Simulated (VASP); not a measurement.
# MgO (P6_3/mmc) in VASP: notebook, part 2 of 2

VASP 6.6.1. Earlier steps stand in the parts before.

## (5) Single point, PBEsol

This run uses another cell than the first one, of 11.09 Å³/atom, 1.039 times its volume.

INCAR

```
SYSTEM = MgO
PREC     = Accurate       ! precision mode
ENCUT    = 520            ! plane-wave cutoff, eV
EDIFF    = 1E-7           ! SCF threshold, eV
ISMEAR   = -1             ! smearing method
SIGMA    = 0.02           ! smearing width, eV
LREAL    = .False.        ! projectors in reciprocal space
LASPH    = .True.         ! aspherical terms in the spheres
NELM     = 60             ! most SCF steps
ALGO     = Normal         ! electronic algorithm
ISIF     = 2              ! what is computed and relaxed
LWAVE    = .False.        ! write WAVECAR
LCHARG   = .False.        ! write CHGCAR
GGA      = PS             ! functional
NBANDS   = 16             ! bands
```

KPOINTS

```
Automatic mesh
0
Gamma
  12 12 6
  0 0 0
```

POSCAR

```
MgO
1.0
    3.4939689970      0.0000000000      0.0000000000
   -1.7469844985      3.0258659114      0.0000000000
    0.0000000000      0.0000000000      4.1942675560
Mg O
2 2
Direct
    0.6666666667      0.3333333333      0.7500000000
    0.3333333333      0.6666666667      0.2500000000
    0.6666666667      0.3333333333      0.2500000000
    0.3333333333      0.6666666667      0.7500000000
```

Potentials or basis: VASP PAW PBE potentials, release 64 (Mg, O).

Launch:

```bash
$ cat potpaw_PBE.64/Mg/POTCAR potpaw_PBE.64/O/POTCAR > POTCAR
$ mpirun -np 1 vasp_std > vasp.out
```

Wall time 24 s (1 thread of AMD EPYC 9R45 (Zen 5), shared host); peak memory 0.16 GiB.

The run converged. Its results:

```
Free energy            : -24.7591 eV
Pressure               : -0.4 GPa
Band gap on the k mesh : 3.27 eV, direct
```

Stress tensor (GPa, compression positive):
```
-0.33  0.00  0.00
 0.00 -0.33  0.00
 0.00  0.00 -0.43
```

Levels at points of the mesh, in eV from the valence-band top:
```csv
k point,band 5,band 6,band 7,band 8,band 9,band 10,band 11,band 12
"(0.00, 0.00, 0.00)",-1.74,-0.81,-0.81,0.00,3.27,9.31,12.02,12.37
"(0.50, 0.00, 0.00)",-2.35,-1.98,-1.31,-0.53,6.82,8.92,9.65,11.95
"(0.00, 0.00, 0.50)",-1.29,-1.29,-1.29,-1.29,6.31,6.31,12.72,12.72
"(0.50, 0.00, 0.50)",-1.54,-1.54,-0.82,-0.82,7.14,7.14,11.79,11.79
```

Caveat: the PAW data sets were made with another functional, which shifts forces and pressure a little. A hybrid or GW would open this gap; PBEsol tends to underestimate it.

## (6) Single point, r2SCAN

This run uses another cell than the first one, of 11.00 Å³/atom, 1.031 times its volume.

POSCAR

```
MgO
1.0
    3.4840780556      0.0000000000      0.0000000000
   -1.7420390278      3.0173001049      0.0000000000
    0.0000000000      0.0000000000      4.1853174871
Mg O
2 2
Direct
    0.6666666667      0.3333333333      0.7500000000
    0.3333333333      0.6666666667      0.2500000000
    0.6666666667      0.3333333333      0.2500000000
    0.3333333333      0.6666666667      0.7500000000
```

INCAR.step1

```
PREC = Accurate ; ENCUT = 520
ISMEAR = 0 ; SIGMA = 0.01
LREAL = False ; LASPH = True
NELM = 80 ; NBANDS = 16
GGA = PE ; ALGO = Normal
EDIFF = 1E-4 ; LWAVE = True
LCHARG = False
```

INCAR.step2

```
PREC = Accurate ; ENCUT = 520
EDIFF = 1E-6 ; ISMEAR = 0
SIGMA = 0.01 ; LREAL = False
LASPH = True ; NELM = 80
ALGO = Normal ; ISIF = 2
LWAVE = False ; LCHARG = False
METAGGA = R2SCAN ; LMIXTAU = True
NBANDS = 16 ; ISTART = 1
```

KPOINTS

```
Automatic mesh
0
Gamma
  12 12 6
```

Potentials or basis: VASP PAW PBE potentials, release 64 (Mg, O).

Launch:

```bash
$ cat potpaw_PBE.64/Mg/POTCAR potpaw_PBE.64/O/POTCAR > POTCAR
$ cp INCAR.step1 INCAR
$ mpirun -np 1 vasp_std > vasp.out
$ cp INCAR.step2 INCAR
$ mpirun -np 1 vasp_std > vasp.out
```

OUTCAR:

```text
PREC = Accurate
   ENCUT = 520
   EDIFF = 1E-6
   ISMEAR = 0
   LREAL = False
   LASPH = True
   NELM = 80
   ISIF = 2
   METAGGA = R2SCAN
   ISTART = 1

 ion  position               nearest neighbor table
   1  0.667  0.333  0.750-   4 2.01   4 2.01   4 2.01   3 2.09   3 2.09   2 2.90   2 2.90   2 2.90
                             2 2.90   2 2.90   2 2.90
   2  0.333  0.667  0.250-   3 2.01   3 2.01   3 2.01   4 2.09   4 2.09   1 2.90   1 2.90   1 2.90
                             1 2.90   1 2.90   1 2.90
   3  0.667  0.333  0.250-   2 2.01   2 2.01   2 2.01   1 2.09   1 2.09
   4  0.333  0.667  0.750-   1 2.01   1 2.01   1 2.01   2 2.09   2 2.09

  LATTYP: Found a hexagonal cell.
 ALAT       =     3.4840780556
 C/A-ratio  =     1.2012697248

  Lattice vectors:

 A1 = (   3.4840780556,   0.0000000000,   0.0000000000)
 A2 = (  -1.7420390278,   3.0173001049,   0.0000000000)
 A3 = (   0.0000000000,   0.0000000000,   4.1853174871)

Analysis of symmetry for initial positions (statically):
=====================================================================
 Subroutine PRICEL returns:
 Original cell was already a primitive cell.

 Routine SETGRP: Setting up the symmetry group for a
 hexagonal supercell.

 Subroutine GETGRP returns: Found 24 space group operations
 (whereof 12 operations were pure point group operations)
 out of a pool of 24 trial point group operations.

The static configuration has the point symmetry D_3d.
 The point group associated with its full space group is D_6h.

Analysis of symmetry for dynamics (positions and initial velocities):
=====================================================================
 Subroutine PRICEL returns:
 Original cell was already a primitive cell.

 Routine SETGRP: Setting up the symmetry group for a
 hexagonal supercell.

 Subroutine GETGRP returns: Found 24 space group operations
 (whereof 12 operations were pure point group operations)
 out of a pool of 24 trial point group operations.

The dynamic configuration has the point symmetry D_3d.
 The point group associated with its full space group is D_6h.

 Subroutine INISYM returns: Found 24 space group operations
 (whereof 12 operations are pure point group operations),
 and found     1 'primitive' translations

----------------------------------------------------------------------------------------

                                     Primitive cell

  volume of cell :      43.9982

  direct lattice vectors                    reciprocal lattice vectors
     3.484078056  0.000000000  0.000000000     0.287019976  0.165711060  0.000000000
    -1.742039028  3.017300105  0.000000000     0.000000000  0.331422121  0.000000000
     0.000000000  0.000000000  4.185317487     0.000000000  0.000000000  0.238930500

  length of vectors
     3.484078056  3.484078056  4.185317487     0.331422121  0.331422121  0.238930500

  position of ions in fractional coordinates (direct lattice)
     0.666666667  0.333333333  0.750000000
     0.333333333  0.666666667  0.250000000
     0.666666667  0.333333333  0.250000000
     0.333333333  0.666666667  0.750000000

  ion indices of the primitive-cell ions
   primitive index   ion index
                 1           1
[... 32 lines left out ...]
  0.000000  0.000000  0.000000      1.000000
  0.083333  0.000000  0.000000      6.000000
  0.166667  0.000000  0.000000      6.000000
  0.250000  0.000000  0.000000      6.000000
  0.333333  0.000000  0.000000      6.000000
  0.416667  0.000000  0.000000      6.000000
[... 16 lines left out ...]
  0.250000  0.000000  0.166667     12.000000
  0.333333  0.000000  0.166667     12.000000
 [... further k-points ...]
   k-points           NKPTS =     76   k-points in BZ     NKDIM =     76   number of bands    NBANDS=     16
   number of dos      NEDOS =    301   number of ions     NIONS =      4
   total plane-waves  NPLWV =  25088
   dimension x,y,z NGX =    28 NGY =   28 NGZ =   32
   dimension x,y,z NGXF=    56 NGYF=   56 NGZF=   64
   ions per type =               2   2
   NGX,Y,Z   is equivalent  to a cutoff of  13.36, 13.36, 12.71 a.u.
   NGXF,Y,Z  is equivalent  to a cutoff of  26.72, 26.72, 25.42 a.u.
 SYSTEM =  unknown system
   PREC   = accura    normal or accurate (medium, high low for compatibility)
   ISTART =      1    job   : 0-new  1-cont  2-samecut
   ICHARG =      0    charge: 1-file 2-atom 10-const
   ISPIN  =      1    spin polarized calculation?
   LNONCOLLINEAR =      F non collinear calculations
   LSORBIT =      F    spin-orbit coupling
   LASPH  =      T    aspherical Exc in radial PAW
   ENCUT  =  520.0 eV  38.22 Ry    6.18 a.u.   6.48  6.48  7.78*2*pi/ulx,y,z
   NELM   =     80;   NELMIN=  2; NELMDL=  0     # of ELM steps
   EDIFF  = 0.1E-05   stopping-criterion for ELM
   LREAL  =      F    real-space projection
   EDIFFG = 0.1E-04   stopping-criterion for IOM
   NSW    =      0    number of steps for IOM
   IBRION =     -1    ionic relax: 0-MD 1-quasi-New 2-CG
   NFREE  =      0    steps in history (QN), initial steepest desc. (CG)
   ISIF   =      2    stress and relaxation
   ISYM   =      2    0-nonsym 1-usesym 2-fastsym
   POTIM  = 0.5000    time-step for ionic-motion
   TEBEG  =    0.0;   TEEND  =   0.0 temperature during run
   PSTRESS=    0.0 pullay stress
   NELECT =      16.0000    total number of electrons
   NUPDOWN=      -1.0000    fix difference up-down
   EMIN   =  10.00;   EMAX   =-10.00  energy-range for DOS
   EFERMI =   0.00;   METHOD = LEGACY
   ISMEAR =     0;   SIGMA  =   0.01  broadening in eV -4-tet -1-fermi 0-gaus
   EFERMI_NEDOS =   21; number of points for ismear=-14 and -15
   IALGO  =     38    algorithm
   IMIX   =      4    mixing-type and parameters
     AMIX     =   0.40;   BMIX     =  1.00
     AMIX_MAG =   1.60;   BMIX_MAG =  1.00
  volume/ion in A,a.u.               =      11.00        74.23
  Fermi-wavevector in a.u.,A,eV,Ry     =   1.168521  2.208185 18.577960  1.365442
  Thomas-Fermi vector in A             =   2.305007
   LORBIT       =      0    0 simple, 1 ext, 2 COOP (PROOUT), +10 PAW based schemes
   METAGGA = R2SCAN    functional components
   LHFCALC =     F    Hartree Fock is set to
   AEXX    =    0.0000 exact exchange contribution
   IVDW    =     0    specifies the selected vdW correction
   LEPSILON=     F    determine dielectric tensor
   LRPA    =     F    only Hartree local field effects (RPA)
 non-spin polarized calculation
 Gauss-broadening in eV      SIGMA  =   0.01
  energy-cutoff  :      520.00
  volume of cell :       44.00
 maximum number of plane-waves:      1204
 NGX is ok and might be reduce to    28
   NGX = 13   NGY = 13   NGZ = 15

 number of electron      15.9999998 magnetization

 Free energy of the ion-electron system (eV)
  ---------------------------------------------------
  ext. energy  EPLUGINS =         0.00000000
  ---------------------------------------------------
  free energy    TOTEN  =       -32.06985779 eV

  energy without entropy =      -32.06985779  energy(sigma->0) =      -32.06985779

 E-fermi :   1.6933     XC(G=0): -10.5609

 val. band max:        1.5957352799   @ k =   0.0000   0.0000   0.0000
 cond. band min:       5.6755740778   @ k =   0.0000   0.0000   0.0000
 fundamental gap:      4.0798387979
 Fermi energy:         1.6933427753

 k-point     1 :       0.0000    0.0000    0.0000
  band No.  band energies     occupation
      1     -16.2965      2.00000
      2     -14.9331      2.00000
      3      -2.0854      2.00000
      4      -0.1710      2.00000
      5      -0.1710      2.00000
      6       0.7594      2.00000
[... 433 lines left out ...]
      3      -1.9133      2.00000
      4      -1.0680      2.00000
      5      -0.5668      2.00000
      6      -0.3496      2.00000
[... 8 lines left out ...]
     15      16.8636      0.00000
     16      17.1807      0.00000

 [... further k-points ...]

------------------------ aborting loop because EDIFF is reached ----------------------------------------

  FORCE on cell =-STRESS in cart. coord.  units (eV):
  Direction    XX          YY          ZZ          XY          YZ          ZX
  --------------------------------------------------------------------------------------
  -------------------------------------------------------------------------------------
  Total       -0.1833927     -0.1833927     -0.2648538      0.0000000      0.0000000      0.0000000
  in kB       -6.6781751     -6.6781751     -9.6445505      0.0000000      0.0000000      0.0000000
  external PRESSURE =      -7.6669669 kB  Pullay stress =       0.0000000 kB

 VOLUME and BASIS-vectors are now :
 -----------------------------------------------------------------------------
  energy-cutoff  :      520.00
  volume of cell :       44.00
      direct lattice vectors                 reciprocal lattice vectors
     3.484078056  0.000000000  0.000000000     0.287019976  0.165711060  0.000000000
    -1.742039028  3.017300105  0.000000000     0.000000000  0.331422121  0.000000000
     0.000000000  0.000000000  4.185317487     0.000000000  0.000000000  0.238930500

 POSITION                                       TOTAL-FORCE (eV/Angst)
 -----------------------------------------------------------------------------------
      1.74204      1.00577      3.13899        -0.000000      0.000000      0.000000
     -0.00000      2.01153      1.04633         0.000000     -0.000000      0.000000
      1.74204      1.00577      1.04633        -0.000000      0.000000      0.000000
     -0.00000      2.01153      3.13899        -0.000000      0.000000     -0.000000
 -----------------------------------------------------------------------------------
    total drift:                               -0.000000      0.000000     -0.000000

  FREE ENERGIE OF THE ION-ELECTRON SYSTEM (eV)
  ---------------------------------------------------
  free  energy   TOTEN  =       -32.0698577936 eV

  energy  without entropy=      -32.0698577936  energy(sigma->0) =      -32.06985779
```

Wall time 92 s (1 thread of AMD EPYC 9R45 (Zen 5), shared host); peak memory 0.17 GiB.

What came out:

```yaml
Free_energy: -32.0699 eV
Pressure: -0.8 GPa
Band_gap_on_the_k_mesh: 4.08 eV, direct
```

Levels at points of the mesh, in eV from the valence-band top:
```csv
k point,band 6,band 7,band 8,band 9,band 10,band 11
"(0.00, 0.00, 0.00)",-0.84,-0.84,0.00,4.08,10.38,13.16
"(0.50, 0.00, 0.00)",-1.97,-1.31,-0.54,7.66,10.01,10.62
"(0.00, 0.00, 0.50)",-1.32,-1.32,-1.32,7.14,7.14,13.85
"(0.50, 0.00, 0.50)",-1.56,-0.83,-0.83,8.03,8.03,13.02
```

Caveat: the PAW data sets were made with another functional, which shifts forces and pressure a little. r2SCAN opens gaps a little over a GGA but as a rule still falls short of measured ones.

## (7) Overview

| level | potentials or basis | cell | smearing | gap on the mesh (eV) | pressure (GPa) |
| --- | --- | --- | --- | --- | --- |
| LDA | VASP PAW LDA potentials, release 64 (Mg, O) | a = 3.451, b = 3.451, c = 4.138 Å, angles 90.0, 90.0, 120.0°, 4 atoms | fermi-dirac 0.02 eV | 3.49 | -1.7 |
| PBE | VASP PAW PBE potentials, release 64 (Mg, O) | a = 3.484, b = 3.484, c = 4.185 Å, angles 90.0, 90.0, 120.0°, 4 atoms | fermi-dirac 0.02 eV | 3.43 | 4.0 |
| LDA | VASP PAW LDA potentials, release 64 (Mg, O) | a = 3.484, b = 3.484, c = 4.185 Å, angles 90.0, 90.0, 120.0°, 4 atoms | gaussian 0.01 eV | 3.33 | -5.8 |
| PBEsol | VASP PAW PBE potentials, release 64 (Mg, O) | a = 3.494, b = 3.494, c = 4.194 Å, angles 90.0, 90.0, 120.0°, 4 atoms | fermi-dirac 0.02 eV | 3.27 | -0.4 |
| r2SCAN | VASP PAW PBE potentials, release 64 (Mg, O) | a = 3.484, b = 3.484, c = 4.185 Å, angles 90.0, 90.0, 120.0°, 4 atoms | gaussian 0.01 eV | 4.08 | -0.8 |

Alike in all rows: task single point; no spin polarisation; k mesh 12 × 12 × 6; cutoff (eV) 520.

Caveats: the PAW data sets were made with another functional, which shifts forces and pressure a little (some runs).

Absolute energies hang on the potentials; compare differences alone.
